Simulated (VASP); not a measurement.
# YSe2: single point with PBE

Crystal: YSe2.

```xyz
3
Lattice="0.0000 3.4294 3.4294 3.4294 0.0000 3.4294 3.4294 3.4294 0.0000" Properties=species:S:1:pos:R:3 pbc="T T T"
Y     0.0000    0.0000    0.0000
Se    1.7147    1.7147    1.7147
Se    5.1441    5.1441    5.1441
```

- Program: VASP 6.6.1
- Task: single point
- Functional: PBE
- Potentials or basis: VASP PAW PBE potentials, release 64 (Y_sv, Se)
- Cutoff: 520 eV
- k mesh: 8 × 8 × 8
- Occupations: gaussian, width 0.05 eV
- Spin: no spin polarisation

* Pressure: 0.0 GPa
* Band gap on the k mesh: zero (an odd number of electrons rules out a gap without spin polarisation)

Levels at points of the mesh, in eV from the Fermi level:
```tsv
k point	band 9	band 10	band 11	band 12	band 13	band 14
(0.00, 0.00, 0.00)	-3.28	0.17	0.17	0.17	2.37	2.37
(0.50, 0.00, 0.00)	-2.17	-1.77	-1.41	-1.41	2.88	2.88
(0.50, 0.50, 0.00)	-2.91	-0.33	-0.33	1.11	2.08	3.46
```

Wall time 20 s on 1 thread of Intel(R) Xeon(R) 6975P-C (Granite Rapids), with other jobs on the host, peak memory 0.23 GiB.
